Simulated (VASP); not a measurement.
Wanted: the native input for a VASP 6.6.1 run.

```yaml
Task: single point
Functional: PBEsol
Potentials_or_basis: VASP PAW PBE potentials, release 64 (Ni_sv_GW)
Cutoff: 690 eV
k_mesh: 8 × 8 × 5
Occupations: gaussian, width 0.15 eV
Spin: collinear spin, ferromagnetic start
Starting_moments: "[-0.8, -0.8] μB"
Dipole_correction: no
Further_INCAR_settings: ALGO = Normal; EDIFF = 1e-06; NBANDS = 29
```

The structure of Ni lies in POSCAR:

```
Ni
1.0
    2.5146270000      0.0000000000      0.0000000000
   -1.2573090000      2.1777340000      0.0000000000
    0.0000000000      0.0000000000      3.9819780000
Ni
2
Direct
    0.3333300000      0.6666700000      0.2500000000
    0.6666600000      0.3333300000      0.7500000000
```

This isn't the form of Ni at room conditions, which is fcc.

The input as run:

INCAR

```
SYSTEM = Ni
ALGO = Normal ; EDIFF = 1E-6
ENCUT = 690 ; GGA = PS
GGA_COMPAT = .False. ; ISIF = 2
ISMEAR = 0 ; ISPIN = 2
LASPH = .True. ; LCHARG = .True.
LELF = .True. ; LMAXMIX = 4
LORBIT = 11 ; LREAL = .False.
LVHAR = .True. ; LWAVE = .False.
MAGMOM = -0.8 -0.8 ; NBANDS = 29
NELM = 200 ; PREC = Accurate
SIGMA = 0.15
```

KPOINTS

```
k-points
0
Gamma
  8 8 5
  0 0 0
```

Potentials or basis: VASP PAW PBE potentials, release 64 (Ni_sv_GW).

The run is started by

```console
$ cat potpaw_PBE.64/Ni_sv_GW/POTCAR > POTCAR
$ mpirun -np 1 vasp_std > vasp.out
```

It gave:

| Property | Result |
| --- | --- |
| Pressure | -10.4 GPa |
| Net moment | -1.33 μB per cell |
| Site moments | Ni -0.70 μB |
| Valence electrons inside the program's atomic spheres | Ni 16.34 |

Caveat: the k points lie up to 0.36 Å⁻¹ apart; the PAW data sets were made with another functional, which shifts forces and pressure a little.

Wall time 4.2 min on 1 thread of AMD EPYC 7R43 64-Core Processor (Zen 3), on a shared host, peak memory 0.21 GiB.
